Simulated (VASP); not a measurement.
A run of VASP 6.6.1:

Contents of INCAR:

```
SYSTEM = AlGa3As4
ALGO = Normal ; EDIFF = 1E-7
ENCUT = 520 ; GGA = PE
ISIF = 2 ; ISMEAR = 0
LASPH = .True. ; LCHARG = .False.
LREAL = .False. ; LWAVE = .False.
NBANDS = 41 ; NELM = 60
PREC = Accurate ; SIGMA = 0.1
```

KPOINTS

```
k-points
0
Gamma
  4 4 4
  0 0 0
```

The input POSCAR:

```
AlGa3As4
1.0
   -2.8702002000      2.8702002000      5.7408525000
    2.8702002000     -2.8702002000      5.7408525000
    2.8702002000      2.8702002000     -5.7408525000
Al Ga As
1 3 4
Direct
    0.5000000000      0.5000000000      0.0000000000
    0.0000000000      0.0000000000      0.0000000000
    0.2500000000      0.7500000000      0.5000000000
    0.7500000000      0.2500000000      0.5000000000
    0.8740840000      0.8740840000      0.4988700000
    0.3752140000      0.3752140000      0.5011300000
    0.1259160000      0.6247860000      0.0000000000
    0.6247860000      0.1259160000      0.0000000000
```

Potentials or basis: VASP PAW PBE potentials, release 64 (Al, Ga_d, As).

Run with:

```console
$ cat potpaw_PBE.64/Al/POTCAR potpaw_PBE.64/Ga_d/POTCAR potpaw_PBE.64/As/POTCAR > POTCAR
$ mpirun -np 1 vasp_std > vasp.out
```

Hardware: 1 thread of AMD EPYC 7R13 (shared host).

Q: How long does it take, and how much memory?

A: Run time: 6.4 min on 1 thread of AMD EPYC 7R13, with other jobs on the host, peak memory 0.41 GiB. Counts: scf iterations 17, k points 13.
